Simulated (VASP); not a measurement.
SnO2, 6 atoms in the cell. The structure is tetragonal, space group P4_2/mnm (No. 136). Conventional cell: a = 4.690 Å, b = 4.690 Å, c = 3.186 Å, α = 90.00°, β = 90.00°, γ = 90.00°. Sn (site symmetry mmm) has 6 O at 2.03 to 2.05 Å within 2.7 Å. Within 2.7 Å of O (site symmetry m2m) lie 3 Sn at 2.03 to 2.05 Å and 1 O at 2.58 Å.  This cell differs from its parent crystal: equal xx and yy strain of -1 %.

* Program: VASP 6.6.1
* Task: single point
* Functional: LDA
* Potentials or basis: VASP PAW LDA potentials, release 64 (Sn_d, O)
* Cutoff: 520 eV
* k mesh: 4 × 4 × 6
* Occupations: fermi-dirac, width 0.03 eV
* Spin: no spin polarisation
* Dipole correction: no
* Further INCAR settings: ALGO = Normal; EDIFF = 1e-07; NBANDS = 35

Potentials or basis: VASP PAW LDA potentials, release 64 (Sn_d, O).

Run with:

```bash
$ cat potpaw_LDA.64/Sn_d/POTCAR potpaw_LDA.64/O/POTCAR > POTCAR
$ mpirun -np 1 vasp_std > vasp.out
```

Hardware: 1 thread of Intel Xeon 8259CL, with other jobs on the host.

**Question.** Estimate the wall time of this run.

**Answer.** It took 52 s on 1 thread of Intel Xeon 8259CL, on a shared host, peak memory 0.18 GiB. Counts: scf iterations 14, k points 24.
